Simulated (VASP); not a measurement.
# BN (P3m1) in VASP: single point with PBE

Aim: the single point of BN with PBE.

Everything below comes from runs of VASP 6.6.1. Logs are shortened: lines on timing, memory, paths and dates and some standing lists are left out, and cuts for length are marked.

## 1. The cell of the first run

It takes space group P3m1 (No. 156, trigonal). Conventional cell: a = 2.554 Å, b = 2.554 Å, c = 12.531 Å, α = 90.00°, β = 90.00°, γ = 120.00°. Within 2.1 Å of B (site symmetry 3m) lie 4 N at 1.57 to 1.58 Å. B (site symmetry 3m) has 4 N at 1.57 to 1.58 Å within 2.1 Å. B (site symmetry 3m) has 4 N at 1.57 to 1.58 Å within 2.1 Å. B (site symmetry 3m) has 4 N at 1.43 to 1.57 Å within 1.9 Å. Within 2.1 Å of B (site symmetry 3m) lie 4 N at 1.57 to 1.58 Å. B (site symmetry 3m) has 4 N at 1.57 to 1.58 Å within 2.1 Å. N (site symmetry 3m) has 4 B at 1.57 to 1.58 Å within 2.1 Å. Within 2.1 Å of N (site symmetry 3m) lie 4 B at 1.57 to 1.58 Å.

## 2. Single point, PBE

File INCAR:

```
SYSTEM = BN
PREC = Accurate
ENCUT = 520
EDIFF = 1E-7
ISMEAR = 0
SIGMA = 0.05
LREAL = .False.
LASPH = .True.
NELM = 100
ALGO = Normal
ISIF = 2
LWAVE = .False.
LCHARG = .False.
GGA = PE
NBANDS = 36
```

File KPOINTS:

```
regular mesh
0
Gamma
  10 10 2
  0 0 0
```

File POSCAR:

```
BN
1.0
   -2.5539396017      0.0000000000      0.0000000000
   -1.2769698008     -2.2117765748      0.0000000000
    0.0000000000      0.0000000000     12.5305650000
B N
6 6
Direct
    0.6666666667      0.6666666667      0.2317831251
    0.6666666667      0.6666666667      0.5691067015
    0.6666666667      0.6666666667      0.9064302779
    0.3333333333      0.3333333333      0.0631213369
    0.3333333333      0.3333333333      0.4004449133
    0.3333333333      0.3333333333      0.7377684897
    0.6666666667      0.6666666667      0.1054729866
    0.6666666667      0.6666666667      0.4427965630
    0.6666666667      0.6666666667      0.7801201394
    0.3333333333      0.3333333333      0.9487819275
    0.3333333333      0.3333333333      0.2741347748
    0.3333333333      0.3333333333      0.6114583512
```

Potentials or basis: VASP PAW PBE potentials, release 64 (B, N).

On the command line:

```console
cat potpaw_PBE.64/B/POTCAR potpaw_PBE.64/N/POTCAR > POTCAR
mpirun -np 1 vasp_std > vasp.out
```

OUTCAR:

```text
SYSTEM = BN
   PREC = Accurate
   ENCUT = 520
   EDIFF = 1E-7
   ISMEAR = 0
   LREAL = .False.
   LASPH = .True.
   NELM = 100
   ISIF = 2
   GGA = PE

 ion  position               nearest neighbor table
   1  0.667  0.667  0.232-  11 1.57  11 1.57  11 1.57   7 1.58
   2  0.667  0.667  0.569-  12 1.57  12 1.57  12 1.57   8 1.58
   3  0.667  0.667  0.906-  10 1.57  10 1.57  10 1.57   9 1.58
   4  0.333  0.333  0.063-  10 1.43   7 1.57   7 1.57   7 1.57
   5  0.333  0.333  0.400-   8 1.57   8 1.57   8 1.57  11 1.58
   6  0.333  0.333  0.738-   9 1.57   9 1.57   9 1.57  12 1.58
   7  0.667  0.667  0.105-   4 1.57   4 1.57   4 1.57   1 1.58
   8  0.667  0.667  0.443-   5 1.57   5 1.57   5 1.57   2 1.58
   9  0.667  0.667  0.780-   6 1.57   6 1.57   6 1.57   3 1.58
  10  0.333  0.333  0.949-   4 1.43   3 1.57   3 1.57   3 1.57
  11  0.333  0.333  0.274-   1 1.57   1 1.57   1 1.57   5 1.58
  12  0.333  0.333  0.611-   2 1.57   2 1.57   2 1.57   6 1.58

  LATTYP: Found a hexagonal cell.
 ALAT       =     2.5539396017
 C/A-ratio  =     4.9063670072

  Lattice vectors:

 A1 = (   1.2769698008,   2.2117765748,   0.0000000000)
 A2 = (  -2.5539396017,   0.0000000000,   0.0000000000)
 A3 = (   0.0000000000,   0.0000000000,  12.5305650000)

Analysis of symmetry for initial positions (statically):
=====================================================================
 Subroutine PRICEL returns:
 Original cell was already a primitive cell.

 Routine SETGRP: Setting up the symmetry group for a
 hexagonal supercell.

 Subroutine GETGRP returns: Found  6 space group operations
 (whereof  6 operations were pure point group operations)
 out of a pool of 24 trial point group operations.

The static configuration has the point symmetry C_3v.

Analysis of symmetry for dynamics (positions and initial velocities):
=====================================================================
 Subroutine PRICEL returns:
 Original cell was already a primitive cell.

 Routine SETGRP: Setting up the symmetry group for a
 hexagonal supercell.

 Subroutine GETGRP returns: Found  6 space group operations
 (whereof  6 operations were pure point group operations)
 out of a pool of 24 trial point group operations.

The dynamic configuration has the point symmetry C_3v.

 Subroutine INISYM returns: Found  6 space group operations
 (whereof  6 operations are pure point group operations),
 and found     1 'primitive' translations

----------------------------------------------------------------------------------------

                                     Primitive cell

  volume of cell :      70.7820

  direct lattice vectors                    reciprocal lattice vectors
    -2.553939602  0.000000000  0.000000000    -0.391551938  0.226062617  0.000000000
    -1.276969801 -2.211776575  0.000000000     0.000000000 -0.452125233  0.000000000
     0.000000000  0.000000000 12.530565000     0.000000000  0.000000000  0.079804861

  length of vectors
     2.553939602  2.553939602 12.530565000     0.452125233  0.452125233  0.079804861

  position of ions in fractional coordinates (direct lattice)
     0.666666667  0.666666667  0.231783125
     0.666666667  0.666666667  0.569106701
     0.666666667  0.666666667  0.906430278
     0.333333333  0.333333333  0.063121337
     0.333333333  0.333333333  0.400444913
     0.333333333  0.333333333  0.737768490
     0.666666667  0.666666667  0.105472987
     0.666666667  0.666666667  0.442796563
     0.666666667  0.666666667  0.780120139
     0.333333333  0.333333333  0.948781928
     0.333333333  0.333333333  0.274134775
     0.333333333  0.333333333  0.611458351

  ion indices of the primitive-cell ions
   primitive index   ion index
                 1           1
                 2           2
                 3           3
                 4           4
                 5           5
                 6           6
                 7           7
                 8           8
                 9           9
                10          10
                11          11
                12          12

----------------------------------------------------------------------------------------

 KPOINTS: regular mesh

Automatic generation of k-mesh.
 Grid dimensions read from file:
 generate k-points for:   10   10    2

 Generating k-lattice:

  Cartesian coordinates                     Fractional coordinates (reciprocal lattice)
    -0.039155194  0.022606262  0.000000000     0.100000000  0.000000000  0.000000000
     0.000000000 -0.045212523  0.000000000     0.000000000  0.100000000  0.000000000
     0.000000000  0.000000000  0.039902431     0.000000000  0.000000000  0.500000000

  Length of vectors
     0.045212523  0.045212523  0.039902431

  Shift w.r.t. Gamma in fractional coordinates (k-lattice)
     0.000000000  0.000000000  0.000000000

 Subroutine IBZKPT returns following result:
 ===========================================

 Found     28 irreducible k-points:

 Following reciprocal coordinates:
            Coordinates               Weight
  0.000000  0.000000  0.000000      1.000000
  0.100000  0.000000  0.000000      6.000000
  0.200000  0.000000  0.000000      6.000000
  0.300000  0.000000  0.000000      6.000000
  0.400000  0.000000  0.000000      6.000000
  0.500000  0.000000  0.000000      3.000000
[... 16 lines left out ...]
  0.400000  0.100000  0.500000     12.000000
  0.500000  0.100000  0.500000     12.000000
 [... further k-points ...]
   k-points           NKPTS =     28   k-points in BZ     NKDIM =     28   number of bands    NBANDS=     36
   number of dos      NEDOS =    301   number of ions     NIONS =     12
   total plane-waves  NPLWV =  38400
   dimension x,y,z NGX =    20 NGY =   20 NGZ =   96
   dimension x,y,z NGXF=    40 NGYF=   40 NGZF=  192
   ions per type =               6   6
   NGX,Y,Z   is equivalent  to a cutoff of  13.02, 13.02, 12.74 a.u.
   NGXF,Y,Z  is equivalent  to a cutoff of  26.04, 26.04, 25.47 a.u.
 SYSTEM =  BN
   PREC   = accura    normal or accurate (medium, high low for compatibility)
   ISTART =      0    job   : 0-new  1-cont  2-samecut
   ICHARG =      2    charge: 1-file 2-atom 10-const
   ISPIN  =      1    spin polarized calculation?
   LNONCOLLINEAR =      F non collinear calculations
   LSORBIT =      F    spin-orbit coupling
   LASPH  =      T    aspherical Exc in radial PAW
   ENCUT  =  520.0 eV  38.22 Ry    6.18 a.u.   4.75  4.75 23.30*2*pi/ulx,y,z
   NELM   =    100;   NELMIN=  2; NELMDL= -5     # of ELM steps
   EDIFF  = 0.1E-06   stopping-criterion for ELM
   LREAL  =      F    real-space projection
   EDIFFG = 0.1E-05   stopping-criterion for IOM
   NSW    =      0    number of steps for IOM
   IBRION =     -1    ionic relax: 0-MD 1-quasi-New 2-CG
   NFREE  =      0    steps in history (QN), initial steepest desc. (CG)
   ISIF   =      2    stress and relaxation
   ISYM   =      2    0-nonsym 1-usesym 2-fastsym
   POTIM  = 0.5000    time-step for ionic-motion
   TEBEG  =    0.0;   TEEND  =   0.0 temperature during run
   PSTRESS=    0.0 pullay stress
   NELECT =      48.0000    total number of electrons
   NUPDOWN=      -1.0000    fix difference up-down
   EMIN   =  10.00;   EMAX   =-10.00  energy-range for DOS
   EFERMI =   0.00;   METHOD = LEGACY
   ISMEAR =     0;   SIGMA  =   0.05  broadening in eV -4-tet -1-fermi 0-gaus
   EFERMI_NEDOS =   21; number of points for ismear=-14 and -15
   IALGO  =     38    algorithm
   IMIX   =      4    mixing-type and parameters
     AMIX     =   0.40;   BMIX     =  1.00
     AMIX_MAG =   1.60;   BMIX_MAG =  1.00
  volume/ion in A,a.u.               =       5.90        39.81
  Fermi-wavevector in a.u.,A,eV,Ry     =   1.438294  2.717982 28.146240  2.068690
  Thomas-Fermi vector in A             =   2.557277
   LORBIT       =      0    0 simple, 1 ext, 2 COOP (PROOUT), +10 PAW based schemes
   GGA     = PE    functional components
   LHFCALC =     F    Hartree Fock is set to
   AEXX    =    0.0000 exact exchange contribution
   IVDW    =     0    specifies the selected vdW correction
   LEPSILON=     F    determine dielectric tensor
   LRPA    =     F    only Hartree local field effects (RPA)
 non-spin polarized calculation
 Gauss-broadening in eV      SIGMA  =   0.05
  energy-cutoff  :      520.00
  volume of cell :       70.78
 maximum number of plane-waves:      1936
   NGX =  9   NGY =  9   NGZ = 47

 number of electron      48.0000005 magnetization

 Free energy of the ion-electron system (eV)
  ---------------------------------------------------
  ext. energy  EPLUGINS =         0.00000000
  ---------------------------------------------------
  free energy    TOTEN  =      -104.19815448 eV

  energy without entropy =     -104.19815448  energy(sigma->0) =     -104.19815448

 E-fermi :   7.9426     XC(G=0): -12.8164

 val. band max:        7.6869206283   @ k =   0.0000   0.0000   0.0000
 cond. band min:      12.8920519560   @ k =  -0.4000   0.3000   0.0000
 fundamental gap:      5.2051313277
 Fermi energy:         7.9425608745

 k-point     1 :       0.0000    0.0000    0.0000
  band No.  band energies     occupation
      1     -13.0497      2.00000
      2     -12.2953      2.00000
      3     -11.9970      2.00000
      4     -10.4214      2.00000
      5     -10.1491      2.00000
      6      -8.5420      2.00000
[... 28 lines left out ...]
     35      17.1714      0.00000
     36      17.4195      0.00000

 k-point     2 :       0.1000    0.0000    0.0000
  band No.  band energies     occupation
      1     -12.8352      2.00000
      2     -12.0835      2.00000
      3     -11.7857      2.00000
      4     -10.2272      2.00000
      5      -9.9559      2.00000
      6      -8.3787      2.00000
[... 28 lines left out ...]
     35      17.7159      0.00000
     36      17.8783      0.00000
[... 817 lines left out ...]
     35      19.2075      0.00000
     36      19.3290      0.00000

 k-point    24 :       0.5000    0.1000    0.5000
  band No.  band energies     occupation
      1      -9.2573      2.00000
      2      -8.7026      2.00000
      3      -8.1641      2.00000
      4      -7.9412      2.00000
      5      -7.4253      2.00000
      6      -7.1446      2.00000
[... 28 lines left out ...]
     35      19.5979      0.00000
     36      19.7356      0.00000

 [... further k-points ...]
[... 5 lines left out ...]
  --------------------------------------------------------------------------------------
  -------------------------------------------------------------------------------------
  Total        0.5173259      0.5173259      7.0233399     -0.0000000     -0.0000000     -0.0000000
  in kB       11.7098763     11.7098763    158.9760644     -0.0000000     -0.0000000     -0.0000000
  external PRESSURE =      60.7986057 kB  Pullay stress =       0.0000000 kB

 VOLUME and BASIS-vectors are now :
 -----------------------------------------------------------------------------
  energy-cutoff  :      520.00
  volume of cell :       70.78
      direct lattice vectors                 reciprocal lattice vectors
    -2.553939602  0.000000000  0.000000000    -0.391551938  0.226062617  0.000000000
    -1.276969801 -2.211776575  0.000000000     0.000000000 -0.452125233  0.000000000
     0.000000000  0.000000000 12.530565000     0.000000000  0.000000000  0.079804861

 POSITION                                       TOTAL-FORCE (eV/Angst)
 -----------------------------------------------------------------------------------
     -2.55394     -1.47452      2.90437         0.000000     -0.000000     -0.125973
     -2.55394     -1.47452      7.13123         0.000000     -0.000000     -0.119290
     -2.55394     -1.47452     11.35808        -0.000000     -0.000000     -0.827688
     -1.27697     -0.73726      0.79095         0.000000     -0.000000      3.522782
     -1.27697     -0.73726      5.01780        -0.000000     -0.000000     -0.118735
     -1.27697     -0.73726      9.24466         0.000000     -0.000000     -0.133493
     -2.55394     -1.47452      1.32164         0.000000     -0.000000      1.087545
     -2.55394     -1.47452      5.54849        -0.000000      0.000000      0.118727
     -2.55394     -1.47452      9.77535         0.000000     -0.000000      0.139456
     -1.27697     -0.73726     11.88877        -0.000000      0.000000     -3.786109
     -1.27697     -0.73726      3.43506        -0.000000     -0.000000      0.123164
     -1.27697     -0.73726      7.66192         0.000000      0.000000      0.119613
 -----------------------------------------------------------------------------------
    total drift:                                0.000000      0.000000      0.000288

  FREE ENERGIE OF THE ION-ELECTRON SYSTEM (eV)
  ---------------------------------------------------
  free  energy   TOTEN  =      -104.1981544814 eV

  energy  without entropy=     -104.1981544814  energy(sigma->0) =     -104.19815448
```

Run time: 34 s. Hardware: 1 thread of Intel Xeon 6975P-C (Granite Rapids), shared host; peak memory 0.2 GiB.

What came out:

| Property | Result |
| --- | --- |
| Free energy | -104.1982 eV |
| Pressure | 6.1 GPa |
| Largest force | 3.786 eV/Å |
| Band gap on the k mesh | 5.21 eV |

Forces in eV/Å, atoms in the order of the input:
```
B    0.000  0.000 -0.126
B    0.000  0.000 -0.119
B    0.000  0.000 -0.828
B    0.000  0.000  3.523
B    0.000  0.000 -0.119
B    0.000  0.000 -0.133
N    0.000  0.000  1.088
N    0.000  0.000  0.119
N    0.000  0.000  0.139
N    0.000  0.000 -3.786
N    0.000  0.000  0.123
N    0.000  0.000  0.120
```

Stress tensor (GPa, compression positive):
```
 1.17  0.00  0.00
 0.00  1.17  0.00
 0.00  0.00 15.90
```

Caveat: forces of over 1 eV/Å act on the atoms, so gaps and moduli don't describe the material at rest. A k mesh can miss the band edges.
